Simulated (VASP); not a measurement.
# La (Im-3m) in VASP: notebook

Runs on La. Level: r2SCAN. Tasks: single point.

Everything below comes from runs of VASP 6.6.1. Logs are shortened: lines on timing, memory, paths and dates and some standing lists are left out, and cuts for length are marked.

### Step 1. The cell of the first run

Symmetry: Im-3m, No. 229, cubic system. Conventional cell: a = 4.190 Å, b = 4.190 Å, c = 4.190 Å, α = 90.00°, β = 90.00°, γ = 90.00°. La (site symmetry m-3m) has 14 La at 3.63 to 4.19 Å within 4.8 Å.

### Step 2. Single point, r2SCAN

POSCAR

```
La
1.0
   -2.0951271325      2.0951271325      2.0951271325
    2.0951271325     -2.0951271325      2.0951271325
    2.0951271325      2.0951271325     -2.0951271325
La
1
Direct
    0.0000000000      0.0000000000      0.0000000000
```

INCAR.step1

```
  ALGO = Normal
  EDIFF = 1E-4
  ENCUT = 520
  GGA = PE
  ISMEAR = -1
  LASPH = True
  LCHARG = False
  LREAL = False
  LWAVE = True
  NBANDS = 12
  NELM = 100
  PREC = Accurate
  SIGMA = 0.05
```

INCAR.step2

```
  ALGO = Normal
  EDIFF = 1E-6
  ENCUT = 520
  ISIF = 2
  ISMEAR = -1
  ISTART = 1
  LASPH = True
  LCHARG = True
  LELF = True
  LMIXTAU = True
  LREAL = False
  LVHAR = True
  LWAVE = False
  METAGGA = R2SCAN
  NBANDS = 12
  NELM = 100
  PREC = Accurate
  SIGMA = 0.05
```

KPOINTS

```
k-points
0
Gamma
  9 9 9
```

Potentials or basis: VASP PAW PBE potentials, release 64 (La).

The run is started by

```console
$ cat potpaw_PBE.64/La/POTCAR > POTCAR
$ cp INCAR.step1 INCAR
$ mpirun -np 1 vasp_std > vasp.out
$ cp INCAR.step2 INCAR
$ mpirun -np 1 vasp_std > vasp.out
```

OUTCAR:

```text
EDIFF = 1E-6
   ENCUT = 520
   ISIF = 2
   ISMEAR = -1
   ISTART = 1
   LASPH = True
   LREAL = False
   METAGGA = R2SCAN
   NELM = 100
   PREC = Accurate

 ion  position               nearest neighbor table
   1  0.000  0.000  0.000-

  LATTYP: Found a body centered cubic cell.
 ALAT       =     4.1902542650

  Lattice vectors:

 A1 = (  -2.0951271325,   2.0951271325,   2.0951271325)
 A2 = (   2.0951271325,  -2.0951271325,   2.0951271325)
 A3 = (   2.0951271325,   2.0951271325,  -2.0951271325)

Analysis of symmetry for initial positions (statically):
=====================================================================
 Subroutine PRICEL returns:
 Original cell was already a primitive cell.

 Routine SETGRP: Setting up the symmetry group for a
 body centered cubic supercell.

 Subroutine GETGRP returns: Found 48 space group operations
 (whereof 48 operations were pure point group operations)
 out of a pool of 48 trial point group operations.

The static configuration has the point symmetry O_h .

Analysis of symmetry for dynamics (positions and initial velocities):
=====================================================================
 Subroutine PRICEL returns:
 Original cell was already a primitive cell.

 Routine SETGRP: Setting up the symmetry group for a
 body centered cubic supercell.

 Subroutine GETGRP returns: Found 48 space group operations
 (whereof 48 operations were pure point group operations)
 out of a pool of 48 trial point group operations.

The dynamic configuration has the point symmetry O_h .

 Subroutine INISYM returns: Found 48 space group operations
 (whereof 48 operations are pure point group operations),
 and found     1 'primitive' translations

----------------------------------------------------------------------------------------

                                     Primitive cell

  volume of cell :      36.7867

  direct lattice vectors                    reciprocal lattice vectors
    -2.095127133  2.095127133  2.095127133     0.000000000  0.238649002  0.238649002
     2.095127133 -2.095127133  2.095127133     0.238649002  0.000000000  0.238649002
     2.095127133  2.095127133 -2.095127133     0.238649002  0.238649002  0.000000000

  length of vectors
     3.628866642  3.628866642  3.628866642     0.337500656  0.337500656  0.337500656

  position of ions in fractional coordinates (direct lattice)
     0.000000000  0.000000000  0.000000000

  ion indices of the primitive-cell ions
   primitive index   ion index
                 1           1

----------------------------------------------------------------------------------------

 KPOINTS: k-points

Automatic generation of k-mesh.
 Grid dimensions read from file:
 generate k-points for:    9    9    9

 Generating k-lattice:

  Cartesian coordinates                     Fractional coordinates (reciprocal lattice)
     0.000000000  0.026516556  0.026516556     0.111111111  0.000000000  0.000000000
     0.026516556  0.000000000  0.026516556     0.000000000  0.111111111  0.000000000
     0.026516556  0.026516556  0.000000000     0.000000000  0.000000000  0.111111111

  Length of vectors
     0.037500073  0.037500073  0.037500073

  Shift w.r.t. Gamma in fractional coordinates (k-lattice)
     0.000000000  0.000000000  0.000000000

 Subroutine IBZKPT returns following result:
 ===========================================

 Found     35 irreducible k-points:

 Following reciprocal coordinates:
            Coordinates               Weight
  0.000000  0.000000  0.000000      1.000000
  0.111111  0.000000  0.000000     12.000000
  0.222222  0.000000  0.000000     12.000000
  0.333333  0.000000  0.000000     12.000000
  0.444444  0.000000  0.000000     12.000000
  0.111111  0.111111  0.000000     24.000000
[... 16 lines left out ...]
 -0.333333  0.444444  0.111111     48.000000
 -0.444444 -0.444444  0.111111     24.000000
 [... further k-points ...]
   k-points           NKPTS =     35   k-points in BZ     NKDIM =     35   number of bands    NBANDS=     12
   number of dos      NEDOS =    301   number of ions     NIONS =      1
   total plane-waves  NPLWV =  21952
   dimension x,y,z NGX =    28 NGY =   28 NGZ =   28
   dimension x,y,z NGXF=    56 NGYF=   56 NGZF=   56
   ions per type =               1
   NGX,Y,Z   is equivalent  to a cutoff of  12.83, 12.83, 12.83 a.u.
   NGXF,Y,Z  is equivalent  to a cutoff of  25.65, 25.65, 25.65 a.u.
 SYSTEM =  unknown system
   PREC   = accura    normal or accurate (medium, high low for compatibility)
   ISTART =      1    job   : 0-new  1-cont  2-samecut
   ICHARG =      0    charge: 1-file 2-atom 10-const
   ISPIN  =      1    spin polarized calculation?
   LNONCOLLINEAR =      F non collinear calculations
   LSORBIT =      F    spin-orbit coupling
   LASPH  =      T    aspherical Exc in radial PAW
   ENCUT  =  520.0 eV  38.22 Ry    6.18 a.u.   6.75  6.75  6.75*2*pi/ulx,y,z
   NELM   =    100;   NELMIN=  2; NELMDL=  0     # of ELM steps
   EDIFF  = 0.1E-05   stopping-criterion for ELM
   LREAL  =      F    real-space projection
   EDIFFG = 0.1E-04   stopping-criterion for IOM
   NSW    =      0    number of steps for IOM
   IBRION =     -1    ionic relax: 0-MD 1-quasi-New 2-CG
   NFREE  =      0    steps in history (QN), initial steepest desc. (CG)
   ISIF   =      2    stress and relaxation
   ISYM   =      2    0-nonsym 1-usesym 2-fastsym
   POTIM  = 0.5000    time-step for ionic-motion
   TEBEG  =    0.0;   TEEND  =   0.0 temperature during run
   PSTRESS=    0.0 pullay stress
   NELECT =      11.0000    total number of electrons
   NUPDOWN=      -1.0000    fix difference up-down
   EMIN   =  10.00;   EMAX   =-10.00  energy-range for DOS
   EFERMI =   0.00;   METHOD = LEGACY
   ISMEAR =    -1;   SIGMA  =   0.05  broadening in eV -4-tet -1-fermi 0-gaus
   EFERMI_NEDOS =   21; number of points for ismear=-14 and -15
   IALGO  =     38    algorithm
   IMIX   =      4    mixing-type and parameters
     AMIX     =   0.40;   BMIX     =  1.00
     AMIX_MAG =   1.60;   BMIX_MAG =  1.00
  volume/ion in A,a.u.               =      36.79       248.25
  Fermi-wavevector in a.u.,A,eV,Ry     =   1.094734  2.068748 16.305806  1.198443
  Thomas-Fermi vector in A             =   2.231045
   LORBIT       =      0    0 simple, 1 ext, 2 COOP (PROOUT), +10 PAW based schemes
   METAGGA = R2SCAN    functional components
   LHFCALC =     F    Hartree Fock is set to
   AEXX    =    0.0000 exact exchange contribution
   IVDW    =     0    specifies the selected vdW correction
   LEPSILON=     F    determine dielectric tensor
   LRPA    =     F    only Hartree local field effects (RPA)
 non-spin polarized calculation
  energy-cutoff  :      520.00
  volume of cell :       36.79
 maximum number of plane-waves:      1008
   NGX = 13   NGY = 13   NGZ = 13

 number of electron      11.0000002 magnetization

 Free energy of the ion-electron system (eV)
  ---------------------------------------------------
  ext. energy  EPLUGINS =         0.00000000
  ---------------------------------------------------
  free energy    TOTEN  =       -29.63468893 eV

  energy without entropy =      -29.61229581  energy(sigma->0) =      -29.62349237

 E-fermi :   8.0856     XC(G=0): -10.2753

 val. band max:        8.0773967497   @ k =   0.3333   0.2222  -0.0000
 cond. band min:       8.1115624360   @ k =   0.3333   0.1111  -0.0000
 fundamental gap:      0.0341656863
 Fermi energy:         8.0856276783

 k-point     1 :       0.0000    0.0000    0.0000
  band No.  band energies     occupation
      1     -26.0246      2.00000
      2      -8.5056      2.00000
      3      -8.5056      2.00000
      4      -8.5056      2.00000
      5       4.7258      2.00000
      6       9.7941      0.00000
      7       9.7941      0.00000
      8       9.7941      0.00000
      9       9.8689      0.00000
     10       9.8689      0.00000
     11       9.8689      0.00000
     12      10.7004      0.00000

 k-point     2 :       0.1111    0.0000    0.0000
  band No.  band energies     occupation
      1     -25.9979      2.00000
      2      -8.6999      2.00000
      3      -8.5604      2.00000
      4      -8.5089      2.00000
      5       5.1282      2.00000
      6       9.2771      0.00000
      7       9.2984      0.00000
      8       9.8444      0.00000
      9       9.9524      0.00000
     10      10.1805      0.00000
     11      10.2053      0.00000
     12      10.6558      0.00000

 k-point     3 :       0.2222    0.0000    0.0000
  band No.  band energies     occupation
      1     -25.9295      2.00000
      2      -9.1611      2.00000
      3      -8.6956      2.00000
      4      -8.5172      2.00000
      5       6.0063      2.00000
      6       8.7242      0.00001
      7       8.7591      0.00000
      8       9.8119      0.00000
      9      10.1569      0.00000
     10      10.3228      0.00000
     11      10.4137      0.00000
     12      10.6042      0.00000

 k-point     4 :       0.3333    0.0000    0.0000
  band No.  band energies     occupation
      1     -25.8499      2.00000
      2      -9.6427      2.00000
      3      -8.8435      2.00000
      4      -8.5271      2.00000
      5       6.3489      2.00000
      6       8.2563      0.06377
      7       9.1544      0.00000
      8       9.8226      0.00000
      9      10.2492      0.00000
     10      10.3911      0.00000
     11      10.5161      0.00000
     12      10.6120      0.00000

 k-point     5 :       0.4444    0.0000    0.0000
  band No.  band energies     occupation
      1     -25.7969      2.00000
      2      -9.9377      2.00000
      3      -8.9369      2.00000
      4      -8.5337      2.00000
      5       6.1791      2.00000
      6       7.9988      1.70059
      7       9.8053      0.00000
      8       9.8519      0.00000
      9      10.2847      0.00000
     10      10.5323      0.00000
     11      10.5573      0.00000
     12      10.6477      0.00000
[... 228 lines left out ...]
      1     -25.8374      2.00000
      2      -9.4523      2.00000
      3      -8.9319      2.00000
      4      -8.7297      2.00000
      5       7.0345      2.00000
      6       7.9491      1.87766
      7       9.0473      0.00000
      8       9.5790      0.00000
      9      10.1278      0.00000
     10      10.2916      0.00000
     11      10.5205      0.00000
     12      10.5875      0.00000

 k-point    22 :      -0.4444    0.4444    0.1111
  band No.  band energies     occupation
      1     -25.7785      2.00000
      2      -9.8848      2.00000
      3      -9.0020      2.00000
      4      -8.6550      2.00000
      5       6.4701      2.00000
      6       8.3437      0.01140
      7       9.1069      0.00000
      8       9.6814      0.00000
      9      10.2634      0.00000
     10      10.4812      0.00000
     11      10.5778      0.00000
     12      10.6485      0.00000

 k-point    23 :      -0.3333    0.4444    0.1111
  band No.  band energies     occupation
      1     -25.7758      2.00000
      2      -9.7166      2.00000
      3      -9.1141      2.00000
      4      -8.7402      2.00000
      5       7.0382      2.00000
      6       7.9830      1.77238
      7       8.8801      0.00000
      8       9.7570      0.00000
      9      10.1684      0.00000
     10      10.3720      0.00000
     11      10.5753      0.00000
     12      10.6385      0.00000

 k-point    24 :      -0.4444   -0.4444    0.1111
  band No.  band energies     occupation
      1     -25.7512      2.00000
      2      -9.8198      2.00000
      3      -9.1865      2.00000
      4      -8.7401      2.00000
      5       6.8644      2.00000
      6       8.3827      0.00524
      7       8.5925      0.00008
      8       9.6735      0.00000
      9      10.2461      0.00000
     10      10.4372      0.00000
     11      10.6085      0.00000
     12      10.6522      0.00000

 [... further k-points ...]
[... 5 lines left out ...]
  --------------------------------------------------------------------------------------
  -------------------------------------------------------------------------------------
  Total        0.1995982      0.1995982      0.1995982      0.0000000      0.0000000      0.0000000
  in kB        8.6931269      8.6931269      8.6931269      0.0000000      0.0000000      0.0000000
  external PRESSURE =       8.6931269 kB  Pullay stress =       0.0000000 kB

 VOLUME and BASIS-vectors are now :
 -----------------------------------------------------------------------------
  energy-cutoff  :      520.00
  volume of cell :       36.79
      direct lattice vectors                 reciprocal lattice vectors
    -2.095127133  2.095127133  2.095127133     0.000000000  0.238649002  0.238649002
     2.095127133 -2.095127133  2.095127133     0.238649002  0.000000000  0.238649002
     2.095127133  2.095127133 -2.095127133     0.238649002  0.238649002  0.000000000

 POSITION                                       TOTAL-FORCE (eV/Angst)
 -----------------------------------------------------------------------------------
      0.00000      0.00000      0.00000        -0.000000      0.000000      0.000000
 -----------------------------------------------------------------------------------
    total drift:                               -0.000000     -0.000000     -0.000000

  FREE ENERGIE OF THE ION-ELECTRON SYSTEM (eV)
  ---------------------------------------------------
  free  energy   TOTEN  =       -29.6346889289 eV

  energy  without entropy=      -29.6122958055  energy(sigma->0) =      -29.62349237
```

It took 35 s on 1 thread of Intel Xeon 6975P-C (Granite Rapids), shared host; peak memory 0.18 GiB.

What came out:

- Free energy: -29.6347 eV
- Pressure: 0.9 GPa

Levels at points of the mesh, in eV from the Fermi level:
```tsv
k point	band 4	band 5	band 6	band 7	band 8	band 9
(0.00, 0.00, 0.00)	-16.59	-3.36	1.71	1.71	1.71	1.78
```

Caveat: the PAW data sets were made with another functional, which shifts forces and pressure a little; spin-orbit coupling is left out, which moves the levels of the heavy elements.

### Step 3. Single point, r2SCAN

This run uses another cell than the first one, of 37.55 Å³/atom, 1.021 times its volume.

POSCAR

```
La
1.0
   -2.1095767417      2.1095767417      2.1095767417
    2.1095767417     -2.1095767417      2.1095767417
    2.1095767417      2.1095767417     -2.1095767417
La
1
Direct
    0.0000000000      0.0000000000      0.0000000000
```

INCAR.step1

```
SYSTEM = La
ALGO = Normal
EDIFF = 1E-4
ENCUT = 520
GGA = PE
ISMEAR = -1
LASPH = .True.
LCHARG = .False.
LREAL = .False.
LWAVE = .True.
NBANDS = 12
NELM = 80
PREC = Accurate
SIGMA = 0.05
```

INCAR.step2

```
SYSTEM = La
ALGO = Normal
EDIFF = 1E-6
ENCUT = 520
ISIF = 2
ISMEAR = -1
ISTART = 1
LASPH = .True.
LCHARG = .True.
LELF = .True.
LMIXTAU = .True.
LREAL = .False.
LVHAR = .True.
LWAVE = .False.
METAGGA = R2SCAN
NBANDS = 12
NELM = 80
PREC = Accurate
SIGMA = 0.05
```

KPOINTS

```
k-points
0
Gamma
  9 9 9
  0 0 0
```

Potentials or basis: VASP PAW PBE potentials, release 64 (La).

The run is started by

```console
$ cat potpaw_PBE.64/La/POTCAR > POTCAR
$ cp INCAR.step1 INCAR
$ mpirun -np 1 vasp_std > vasp.out
$ cp INCAR.step2 INCAR
$ mpirun -np 1 vasp_std > vasp.out
```

Wall time 36 s (1 thread of Intel Xeon 6975P-C (Granite Rapids), shared host); peak memory 0.18 GiB.

It converged, with:

```
Free energy : -29.6377 eV
Pressure    : 0.3 GPa
```

Levels at points of the mesh, in eV from the Fermi level:
```csv
k point,band 2,band 3,band 4,band 5,band 6,band 7,band 8,band 9,band 10,band 11
"(0.00, 0.00, 0.00)",-16.67,-16.67,-16.67,-3.39,1.68,1.68,1.68,1.75,1.75,1.75
```

Caveat: the PAW data sets were made with another functional, which shifts forces and pressure a little; spin-orbit coupling is left out, which moves the levels of the heavy elements.
